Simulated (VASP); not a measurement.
Set up this calculation in VASP 6.6.1, as the native input.

* Task: single point
* Functional: SCAN
* Potentials or basis: VASP PAW PBE potentials, release 64 (Ir)
* Cutoff: 500 eV
* k mesh: 12 × 12 × 12
* Occupations: methfessel-paxton, width 0.1 eV
* Spin: no spin polarisation
* Tolerance level: standard
* Purpose: a run that is hard to end
* Way: PBE orbitals, then all bands at once (ALGO All, ISEARCH 1)
* Further INCAR settings: ALGO = All; EDIFF = 1e-06

Crystal: Ir.

```
Ir
1.0
     0.00000    1.91560    1.91560
     1.91560    0.00000    1.91560
     1.91560    1.91560    0.00000
Ir
1
Direct
  0.00000 0.00000 0.00000
```

These files were run (other wordings do the same):

POSCAR

```
Ir
1.0
    0.0000000000      1.9156000000      1.9156000000
    1.9156000000      0.0000000000      1.9156000000
    1.9156000000      1.9156000000      0.0000000000
Ir
1
Direct
    0.0000000000      0.0000000000      0.0000000000
```

INCAR.step1

```
ISMEAR   = 1              # smearing method
SIGMA    = 0.1            # smearing width, eV
LWAVE    = T              # write WAVECAR
LCHARG   = T              # write CHGCAR
ISIF     = 2              # what is computed and relaxed
NELM     = 100            # most SCF steps
ALGO     = Normal         # electronic algorithm
PREC     = Accurate       # precision mode
LASPH    = T              # aspherical terms in the spheres
LREAL    = F              # projectors in reciprocal space
EDIFF    = 1E-5           # SCF threshold, eV
GGA_COMPAT= F            
ENCUT    = 500            # plane-wave cutoff, eV
GGA      = PE             # functional
```

INCAR.step2

```
METAGGA  = SCAN           # meta-GGA
ISMEAR   = 1              # smearing method
SIGMA    = 0.1            # smearing width, eV
LWAVE    = F              # write WAVECAR
LCHARG   = F              # write CHGCAR
ISIF     = 2              # what is computed and relaxed
NELM     = 100            # most SCF steps
ALGO     = All            # electronic algorithm
PREC     = Accurate       # precision mode
LASPH    = T              # aspherical terms in the spheres
LREAL    = F              # projectors in reciprocal space
EDIFF    = 1E-6           # SCF threshold, eV
GGA_COMPAT= F            
ENCUT    = 500            # plane-wave cutoff, eV
LMIXTAU  = T            
ISTART   = 1            
ISEARCH  = 1
```

KPOINTS

```
k-points
0
Gamma
  12 12 12
```

Potentials or basis: VASP PAW PBE potentials, release 64 (Ir).

The run is started by

```bash
$ cat potpaw_PBE.64/Ir/POTCAR > POTCAR
$ cp INCAR.step1 INCAR
$ mpirun -np 1 vasp_std > vasp.out
$ cp INCAR.step2 INCAR
$ mpirun -np 1 vasp_std > vasp.out
```

It gave:

```json
{"Pressure": "-13.2 GPa", "Band gap on the k mesh": "zero (an odd number of electrons rules out a gap without spin polarisation)"}
```

Caveat: the cell stands under tension; the PAW data sets were made with another functional, which shifts forces and pressure a little; spin-orbit coupling is left out, which moves the levels of the heavy elements.

Wall time 25 s on 1 thread of Intel(R) Xeon(R) 6975P-C (Granite Rapids), with other jobs on the host, peak memory 0.14 GiB.
